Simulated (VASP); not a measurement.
# C (P6_3/mmc) in VASP: notebook, part 2 of 2

VASP 6.6.1.

**3. Single point, PBE (strain -0.0300 x Voigt [0, 0, 1, 0, 0, 0])**

Contents of INCAR:

```
SYSTEM = C
ALGO     = Normal         ! electronic algorithm
EDIFF    = 1E-6           ! SCF threshold, eV
ENCUT    = 520            ! plane-wave cutoff, eV
GGA      = PE             ! functional
ISIF     = 2              ! what is computed and relaxed
ISMEAR   = 0              ! smearing method
LASPH    = .TRUE.         ! aspherical terms in the spheres
LCHARG   = .TRUE.         ! write CHGCAR
LELF     = .TRUE.         ! ELF
LREAL    = .FALSE.        ! projectors in reciprocal space
LVHAR    = .TRUE.       
LWAVE    = .FALSE.        ! write WAVECAR
NBANDS   = 16             ! bands
NELM     = 60             ! most SCF steps
PREC     = Accurate       ! precision mode
SIGMA    = 0.15           ! smearing width, eV
```

Contents of KPOINTS:

```
k-points
0
G
  24 24 6
  0 0 0
```

Contents of POSCAR:

```
C
1.0
    2.4665344233      0.0000000000      0.0000000000
   -1.2332672117      2.1360814699      0.0000000000
    0.0000000000      0.0000000000      8.2574622755
C
4
Direct
    0.0000000000      0.0000000000      0.0025000000
    0.0000000000      0.0000000000      0.5025000000
    0.3333333333      0.6666666667      0.0025000000
    0.6666666667      0.3333333333      0.5025000000
```

Potentials or basis: VASP PAW PBE potentials, release 64 (C).

Command:

```console
$ cat potpaw_PBE.64/C/POTCAR > POTCAR
$ mpirun -np 1 vasp_std > vasp.out
```

OUTCAR:

```text
SYSTEM = C
   EDIFF = 1E-6
   ENCUT = 520
   GGA = PE
   ISIF = 2
   ISMEAR = 0
   LASPH = .TRUE.
   LREAL = .FALSE.
   NELM = 60
   PREC = Accurate

 ion  position               nearest neighbor table
   1  0.000  0.000  0.002-   3 1.42   3 1.42   3 1.42
   2  0.000  0.000  0.502-   4 1.42   4 1.42   4 1.42
   3  0.333  0.667  0.002-   1 1.42   1 1.42   1 1.42
   4  0.667  0.333  0.502-   2 1.42   2 1.42   2 1.42

  LATTYP: Found a hexagonal cell.
 ALAT       =     2.4665344233
 C/A-ratio  =     3.3477993242

  Lattice vectors:

 A1 = (   2.4665344233,   0.0000000000,   0.0000000000)
 A2 = (  -1.2332672117,   2.1360814699,   0.0000000000)
 A3 = (   0.0000000000,   0.0000000000,   8.2574622755)

Analysis of symmetry for initial positions (statically):
=====================================================================
 Subroutine PRICEL returns:
 Original cell was already a primitive cell.

 Routine SETGRP: Setting up the symmetry group for a
 hexagonal supercell.

 Subroutine GETGRP returns: Found 24 space group operations
 (whereof  6 operations were pure point group operations)
 out of a pool of 24 trial point group operations.

The static configuration has the point symmetry C_3v.
 The point group associated with its full space group is D_6h.

Analysis of symmetry for dynamics (positions and initial velocities):
=====================================================================
 Subroutine PRICEL returns:
 Original cell was already a primitive cell.

 Routine SETGRP: Setting up the symmetry group for a
 hexagonal supercell.

 Subroutine GETGRP returns: Found 24 space group operations
 (whereof  6 operations were pure point group operations)
 out of a pool of 24 trial point group operations.

[... 115 lines left out ...]
   PSTRESS=    0.0 pullay stress
   NELECT =      16.0000    total number of electrons
   NUPDOWN=      -1.0000    fix difference up-down
   EMIN   =  10.00;   EMAX   =-10.00  energy-range for DOS
   EFERMI =   0.00;   METHOD = LEGACY
   ISMEAR =     0;   SIGMA  =   0.15  broadening in eV -4-tet -1-fermi 0-gaus
   EFERMI_NEDOS =   21; number of points for ismear=-14 and -15
   IALGO  =     38    algorithm
   IMIX   =      4    mixing-type and parameters
     AMIX     =   0.40;   BMIX     =  1.00
     AMIX_MAG =   1.60;   BMIX_MAG =  1.00
  volume/ion in A,a.u.               =      10.88        73.40
  Fermi-wavevector in a.u.,A,eV,Ry     =   1.172909  2.216476 18.717744  1.375715
  Thomas-Fermi vector in A             =   2.309330
   LORBIT       =      0    0 simple, 1 ext, 2 COOP (PROOUT), +10 PAW based schemes
   GGA     = PE    functional components
   LHFCALC =     F    Hartree Fock is set to
   AEXX    =    0.0000 exact exchange contribution
   IVDW    =     0    specifies the selected vdW correction
   LEPSILON=     F    determine dielectric tensor
   LRPA    =     F    only Hartree local field effects (RPA)
 non-spin polarized calculation
 Gauss-broadening in eV      SIGMA  =   0.15
  energy-cutoff  :      520.00
  volume of cell :       43.51
 maximum number of plane-waves:      1194
   NGX =  9   NGY =  9   NGZ = 31

 number of electron      15.9999996 magnetization

 Free energy of the ion-electron system (eV)
  ---------------------------------------------------
  ext. energy  EPLUGINS =         0.00000000
  ---------------------------------------------------
  free energy    TOTEN  =       -36.90572218 eV

  energy without entropy =      -36.90479004  energy(sigma->0) =      -36.90525611

 E-fermi :   3.0207     XC(G=0):  -8.9252

 val. band max:        3.0199091670   @ k =   0.3333   0.3333   0.1667
 cond. band min:       3.0209555154   @ k =   0.3333   0.3333   0.3333
 fundamental gap:      0.0010463484
 Fermi energy:         3.0206708234

 k-point     1 :       0.0000    0.0000    0.0000
  band No.  band energies     occupation
      1     -16.5171      2.00000
      2     -16.4680      2.00000
      3      -4.8790      2.00000
      4      -4.2830      2.00000
      5      -0.0222      2.00000
      6      -0.0222      2.00000
[... 433 lines left out ...]
      3     -10.0140      2.00000
      4      -9.9936      2.00000
      5      -3.5261      2.00000
      6      -3.5197      2.00000
[... 8 lines left out ...]
     15      15.5819      0.00000
     16      16.6455      0.00000

 [... further k-points ...]
[... 5 lines left out ...]
  --------------------------------------------------------------------------------------
  -------------------------------------------------------------------------------------
  Total        0.1480655      0.1480655      0.0198075     -0.0000000      0.0000000      0.0000000
  in kB        5.4527145      5.4527145      0.7294370     -0.0000000      0.0000000      0.0000000
  external PRESSURE =       3.8782887 kB  Pullay stress =       0.0000000 kB

 VOLUME and BASIS-vectors are now :
 -----------------------------------------------------------------------------
  energy-cutoff  :      520.00
  volume of cell :       43.51
      direct lattice vectors                 reciprocal lattice vectors
     2.466534423  0.000000000  0.000000000     0.405427141  0.234073469  0.000000000
    -1.233267212  2.136081470  0.000000000     0.000000000  0.468146938  0.000000000
     0.000000000  0.000000000  8.257462276     0.000000000  0.000000000  0.121102582

 POSITION                                       TOTAL-FORCE (eV/Angst)
 -----------------------------------------------------------------------------------
      0.00000      0.00000      0.02064         0.000000     -0.000000      0.000000
      0.00000      0.00000      4.14937         0.000000      0.000000      0.000000
     -0.00000      1.42405      0.02064        -0.000000      0.000000     -0.000000
      1.23327      0.71203      4.14937         0.000000     -0.000000     -0.000000
 -----------------------------------------------------------------------------------
    total drift:                               -0.000000     -0.000000      0.000033

  FREE ENERGIE OF THE ION-ELECTRON SYSTEM (eV)
  ---------------------------------------------------
  free  energy   TOTEN  =       -36.9057221777 eV

  energy  without entropy=      -36.9047900390  energy(sigma->0) =      -36.90525611
```

Wall time 2.4 min (1 thread of Intel Xeon Platinum 8259CL at 2.50GHz (Skylake/Cascade Lake), shared host); peak memory 0.23 GiB.

Results:

| Property | Result |
| --- | --- |
| Free energy | -36.9057 eV |
| Pressure | 0.4 GPa |
| Band gap on the k mesh | zero (filled and empty bands touch) |

Caveat: the cell differs from its parent crystal (strain -0.0300 x Voigt [0, 0, 1, 0, 0, 0]); this functional lacks dispersion, which binds the layers, so the pressure and a relaxed spacing across them are unreliable.
